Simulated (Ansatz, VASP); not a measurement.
LiH in VASP and in Ansatz

The input INCAR:

```
  ALGO = Normal
  EDIFF = 1E-6
  ENCUT = 520
  GGA = CA
  ISIF = 2
  ISMEAR = 0
  LASPH = T
  LCHARG = F
  LREAL = F
  LWAVE = F
  NBANDS = 9
  NELM = 60
  PREC = Accurate
  SIGMA = 0.05
```

KPOINTS

```
k-points
0
Gamma
  10 10 10
```

The input POSCAR:

```
LiH
1.0
    0.0000000000      1.8699000000      1.8699000000
    1.8699000000      0.0000000000      1.8699000000
    1.8699000000      1.8699000000      0.0000000000
Li H
1 1
Direct
    0.0000000000      0.0000000000      0.0000000000
    0.5000000000      0.5000000000      0.5000000000
```

Input for Ansatz:

```yaml
crystal:
  lattice:
    - [0.0, 1.8699, 1.8699]
    - [1.8699, 0.0, 1.8699]
    - [1.8699, 1.8699, 0.0]
  atoms:
    - { symbol: Li, position: [0.0, 0.0, 0.0] }
    - { symbol: H, position: [0.5, 0.5, 0.5] }
basis:
  ecutwfc: 420
kpoints:
  mp_grid: { grid: [10, 10, 10] }
hamiltonian:
  xc: lda
scf:
  occupations: { method: gaussian, width: 0.05 }
output:
  forces: true
  stress: true
  eigenvalues: true
```

Change from the starting cell: strain -0.080 along x and y, -0.080 along z, atoms carried along.

Alike in both runs: task single point; functional LDA; k mesh 10 × 10 × 10; occupations gaussian, width 0.05 eV; no spin polarisation.

|  | VASP | Ansatz |
| --- | --- | --- |
| version | VASP 6.6.1 | Ansatz 0.2.0 |
| potentials or method | VASP PAW LDA potentials, release 64 (Li_sv, H), cutoff 520 eV | scalar-relativistic, plane waves, PAW |
| valence electrons in the cell | 4 | 4 |

```tsv
	VASP	Ansatz	Ansatz less VASP
gap on the k mesh at the Fermi level (eV)	2.37	2.38	+0.010
least direct gap on the mesh (eV)	2.37	2.38	+0.010
```

LDA's correlation is that of Perdew and Zunger in VASP and of Perdew and Wang (1992) in Ansatz.

Noted on VASP's run: the cutoff is short for stress, so the pressure is rough.
